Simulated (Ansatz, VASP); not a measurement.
**Fe: VASP beside Ansatz**

```
CELL_PARAMETERS angstrom
0.00000 1.94174 1.96511
1.49844 0.00000 1.96511
1.49844 1.94174 0.00000
ATOMIC_POSITIONS crystal
Fe 0.00000 0.00000 0.00000
```

Alike in both runs: task single point; functional PBE; k mesh 11 × 11 × 11; occupations fermi-dirac, width 0.05 eV; collinear spin; fixed moment 3 μB.

```csv
,VASP,Ansatz
version,VASP 6.6.1,Ansatz 0.2.0
potentials or method,"VASP PAW PBE potentials, release 64 (Fe)",Ansatz PAW
plane-wave cutoff (eV),520,420
valence electrons in the cell,8,16
```

VASP gave:

```
pressure (GPa)                                                : 21.7
traceless stress, the component that is largest in VASP (GPa) : 1.70
net moment per atom (μB)                                      : 3.00
size of the moment on the site where the two differ most (μB) : 2.95
```

Question: Which values does Ansatz return?

Answer: Pressure (GPa): 22.0; traceless stress, the component that is largest in VASP (GPa): 1.73; net moment per atom (μB): 3.00; size of the moment on the site where the two differ most (μB): 2.95.

Site moments also hang on the region over which each program counts them. The functional is the same, so the differences come from potentials, cutoffs and numerics. VASP's potentials hold 8 valence electrons a cell and Ansatz's 16, so a difference there can come from the potentials and not from the codes.
